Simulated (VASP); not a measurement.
Bi2Te3, 10 atoms in the cell. The cell holds a slab with vacuum, 10 atoms: a = 4.484 Å, b = 4.484 Å, c = 31.661 Å, α = 90.00°, β = 90.00°, γ = 120.00°. 

| Quantity | Value |
| --- | --- |
| Program | VASP 6.6.1 |
| Task | single point |
| Functional | PBEsol |
| Potentials or basis | VASP PAW PBE potentials, release 64 (Te, Bi_d) |
| Cutoff | 520 eV |
| k mesh | 9 × 9 × 1 |
| Occupations | gaussian, width 0.1 eV |
| Spin | no spin polarisation |
| Dipole correction | yes |
| Further INCAR settings | ALGO = Normal; EDIFF = 1e-07; NBANDS = 59 |

Potentials or basis: VASP PAW PBE potentials, release 64 (Te, Bi_d).

Run with:

```console
$ cat potpaw_PBE.64/Te/POTCAR potpaw_PBE.64/Bi_d/POTCAR > POTCAR
$ mpirun -np 1 vasp_std > vasp.out
```

Hardware: 1 thread of Intel(R) Xeon(R) Platinum 8259CL CPU @ 2.50GHz (Skylake/Cascade Lake), with other jobs on the host.

Question: How long does it take, and how much memory?

Answer: It took 40 min on 1 thread of Intel(R) Xeon(R) Platinum 8259CL CPU @ 2.50GHz (Skylake/Cascade Lake) (shared host), peak memory 0.85 GiB. Counts: scf iterations 79, k points 12.
